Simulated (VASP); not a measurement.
**Ca: relaxation of volume and atoms at fixed shape with LDA**

The system is Ca.

```xyz
1
Lattice="0.0000 2.7942 2.7942 2.7942 0.0000 2.7942 2.7942 2.7942 0.0000" Properties=species:S:1:pos:R:3 pbc="T T T"
Ca    0.0000    0.0000    0.0000
```

```yaml
Program: VASP 6.6.1
Task: relaxation of volume and atoms at fixed shape
Functional: LDA
Potentials_or_basis: VASP PAW LDA potentials, release 64 (Ca_sv)
Cutoff: 600 eV
k_mesh: 7 × 7 × 7
Occupations: gaussian, width 0.1 eV
Spin: no spin polarisation
Dipole_correction: no
Further_INCAR_settings: ALGO = Normal; EDIFF = 1e-06; IBRION = 2; EDIFFG = -0.01; NSW = 80; ISIF = 8
```

```json
{"Relaxed volume": "38.19 Å³/atom", "Relaxed cell": "a = 3.780 Å, b = 3.780 Å, c = 3.780 Å, α = 60.00°, β = 60.00°, γ = 60.00°", "Space group after relaxing (to 0.05 Å)": "Fm-3m (No. 225)", "Energy gained by relaxing": "38.0 meV/atom", "Ionic steps": "4", "Pressure after relaxing": "0.0 GPa", "Band gap on the k mesh": "zero (band 5 reaches 2.24 eV, above the bottom of band 6 at 2.23 eV)"}
```

The path:
| step | energy change (eV) | largest force (eV/Å) | pressure (GPa) | volume (Å³) |
| --- | --- | --- | --- | --- |
| 1 | 0.0000 | 0.0000 | -2.08 | 43.63 |
| 2 | -0.0325 | 0.0000 | -0.88 | 40.16 |
| 3 | -0.0380 | 0.0000 | -0.05 | 38.30 |
| 4 | -0.0380 | 0.0000 | 0.00 | 38.19 |

Final structure:
```
Ca
1.0
     0.00000    2.67290    2.67290
     2.67290    0.00000    2.67290
     2.67290    2.67290    0.00000
Ca
1
Direct
  0.00000 0.00000 0.00000
```

Levels at points of the mesh, in eV from the Fermi level:
```tsv
k point	band 2	band 3	band 4	band 5	band 6	band 7	band 8	band 9
(0.00, 0.00, 0.00)	-22.57	-22.57	-22.57	-4.23	2.30	2.30	2.30	3.50
```

It took 18 s on 1 thread of Intel(R) Xeon(R) Platinum 8259CL CPU @ 2.50GHz (Skylake/Cascade Lake), with other jobs on the host, peak memory 0.17 GiB.

Caveat: the volume moved by -12 % from the deposited cell, more than functionals usually miss. Zero-point motion and thermal expansion aren't in these numbers.
